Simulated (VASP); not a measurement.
A run of VASP 6.6.1 is set up as follows.

The input INCAR:

```
SYSTEM = GaAs
PREC     = Accurate       ! precision mode
ENCUT    = 520            ! plane-wave cutoff, eV
EDIFF    = 1E-7           ! SCF threshold, eV
ISMEAR   = 0              ! smearing method
SIGMA    = 0.05           ! smearing width, eV
LREAL    = .FALSE.        ! projectors in reciprocal space
LASPH    = .TRUE.         ! aspherical terms in the spheres
NELM     = 100            ! most SCF steps
ALGO     = Normal         ! electronic algorithm
ISIF     = 2              ! what is computed and relaxed
LWAVE    = .FALSE.        ! write WAVECAR
LCHARG   = .FALSE.        ! write CHGCAR
GGA      = RE             ! functional
NBANDS   = 16             ! bands
```

Contents of KPOINTS:

```
Automatic mesh
0
G
  8 8 8
  0 0 0
```

The input POSCAR:

```
GaAs
1.0
    0.0000000000      2.9312990866      2.9312990866
    2.9312990866      0.0000000000      2.9312990866
    2.9312990866      2.9312990866      0.0000000000
Ga As
1 1
Direct
    0.0000000000      0.0000000000      0.0000000000
    0.7500000000      0.7500000000      0.7500000000
```

Potentials or basis: VASP PAW PBE potentials, release 64 (Ga_d, As).

Command:

```console
$ cat potpaw_PBE.64/Ga_d/POTCAR potpaw_PBE.64/As/POTCAR > POTCAR
$ mpirun -np 1 vasp_std > vasp.out
```

Question: Estimate the band gap on the k mesh.

Answer: Zero (filled and empty bands touch).

Question: Predict the pressure.

Answer: -1.8 GPa.

Caveat: the PAW data sets were made with another functional, which shifts forces and pressure a little.
